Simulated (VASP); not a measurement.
**CoSn: single point with PBEsol**

The system is CoSn.

```xyz
6
Lattice="5.2714 0.0000 0.0000 -2.6357 4.5652 0.0000 0.0000 0.0000 4.2097" Properties=species:S:1:pos:R:3 pbc="T T T"
Co   -1.3178    2.2826    0.0000
Co    1.3178    2.2826    0.0000
Co    2.6357    0.0000    0.0000
Sn    2.6357    1.5217    2.1049
Sn    0.0000    3.0434    2.1049
Sn    0.0000    0.0000    0.0000
```

This cell differs from its parent crystal: volume scaled by 1.03, then relaxed in part.

```json
{
 "Program": "VASP 6.6.1",
 "Task": "single point",
 "Functional": "PBEsol",
 "Potentials or basis": "VASP PAW PBE potentials, release 64 (Co, Sn_d)",
 "Cutoff": "520 eV",
 "k mesh": "12 × 12 × 8",
 "Occupations": "gaussian, width 0.1 eV",
 "Spin": "no spin polarisation",
 "Dipole correction": "no",
 "Further INCAR settings": "ALGO = Fast; EDIFF = 1e-07; NBANDS = 44"
}
```

The pressure is -4.1 GPa.

Stress tensor (GPa, compression positive):
```
-4.03  0.00  0.00
 0.00 -4.03  0.00
 0.00  0.00 -4.12
```

Levels at points of the mesh, in eV from the Fermi level:
```
           k point  band 31  band 32  band 33  band 34  band 35  band 36  band 37  band 38
(0.00, 0.00, 0.00)    -0.42    -0.42    -0.39    -0.39     0.51     0.62     1.38     1.38
(0.50, 0.00, 0.00)    -0.62    -0.41    -0.40     0.73     1.03     1.68     1.82     2.51
(0.00, 0.00, 0.50)    -0.93    -0.48    -0.48    -0.48    -0.38    -0.38    -0.15     0.51
(0.50, 0.00, 0.50)    -0.95    -0.68    -0.48    -0.41    -0.39    -0.12     0.44     1.26
```

Wall time 7.2 min on 1 thread of Intel(R) Xeon(R) Platinum 8488C (Sapphire Rapids), on a shared host, peak memory 0.45 GiB.

Caveat: the PAW data sets were made with another functional, which shifts forces and pressure a little; spin-orbit coupling is left out, which moves the levels of the heavy elements. Spin polarisation is off, so any magnetic state and its effect on volume and gap are missing.
